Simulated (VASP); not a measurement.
A run of VASP 6.6.1 is set up as follows.

File INCAR:

```
  ALGO = Normal
  EDIFF = 1E-6
  ENCUT = 520
  GGA = PE
  ISIF = 2
  ISMEAR = -1
  IVDW = 13
  LASPH = T
  LCHARG = T
  LELF = T
  LREAL = F
  LVHAR = T
  LWAVE = F
  NBANDS = 12
  NELM = 80
  PREC = Accurate
  SIGMA = 0.05
```

KPOINTS

```
k-points
0
Gamma
  10 10 10
```

File POSCAR:

```
Cu
1.0
   -1.2630902810      1.7861572343      1.2640968902
    1.2645280126     -1.7873836181      1.2622551471
    1.2614350699      1.7885520553     -1.2624053023
Cu
1
Direct
   -0.0024760000      0.0069770000      0.0035150000
```

Potentials or basis: VASP PAW PBE potentials, release 64 (Cu).

The run is started by

```bash
$ cat potpaw_PBE.64/Cu/POTCAR > POTCAR
$ mpirun -np 1 vasp_std > vasp.out
```

Problem. Predict the pressure.

Solution. 0.6 GPa.

Problem. Predict the dispersion energy per atom.

Solution. -0.579 eV.

Caveat: the cell differs from its parent crystal (the cell strained at random); pairwise dispersion overbinds metals, which lowers pressure and volume.
